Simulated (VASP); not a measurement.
Set up this calculation in VASP 6.6.1, as the native input.

| Quantity | Value |
| --- | --- |
| Task | single point |
| Functional | PBEsol |
| Potentials or basis | VASP PAW PBE potentials, release 64 (Ru_pv) |
| Cutoff | 400 eV |
| k mesh | 1 × 1 × 18 |
| Occupations | gaussian, width 0.05 eV |
| Spin | collinear spin, ferromagnetic start |
| Starting moments | [1.5, 1.5] μB |
| Dipole correction | no |
| Further INCAR settings | ALGO = Normal; EDIFF = 1e-06; NBANDS = 25 |

The structure of Ru lies in POSCAR:

```
Ru
1.0
    9.0000000000      0.0000000000      0.0000000000
    0.0000000000      9.3000000000      0.0000000000
    0.0000000000      0.0000000000      4.3399111936
Ru
2
Direct
    0.5000000000      0.5000000000     -0.0175119870
    0.5000000000      0.5000000000      0.4825119870
```

One way to write it, as run:

INCAR

```
SYSTEM = Ru
  PREC = Accurate
  ENCUT = 400
  EDIFF = 1E-6
  ISMEAR = 0
  SIGMA = 0.05
  LREAL = .False.
  LASPH = .True.
  NELM = 200
  ALGO = Normal
  ISIF = 2
  LWAVE = .False.
  LCHARG = .False.
  ISPIN = 2
  MAGMOM = 1.5 1.5
  LORBIT = 11
  LMAXMIX = 4
  GGA = PS
  NBANDS = 25
  GGA_COMPAT = .False.
```

KPOINTS

```
Automatic mesh
0
Gamma
  1 1 18
  0 0 0
```

Potentials or basis: VASP PAW PBE potentials, release 64 (Ru_pv).

Launch:

```console
$ cat potpaw_PBE.64/Ru_pv/POTCAR > POTCAR
$ mpirun -np 1 vasp_std > vasp.out
```

Results of the run:

- Net moment: 1.78 μB per cell
- Site moments: Ru +0.82 μB
- Valence electrons inside the program's atomic spheres: Ru 12.71

Wall time 2.7 min on 1 thread of Intel(R) Xeon(R) Platinum 8175M CPU @ 2.50GHz (Skylake/Cascade Lake) (shared host), peak memory 0.43 GiB.
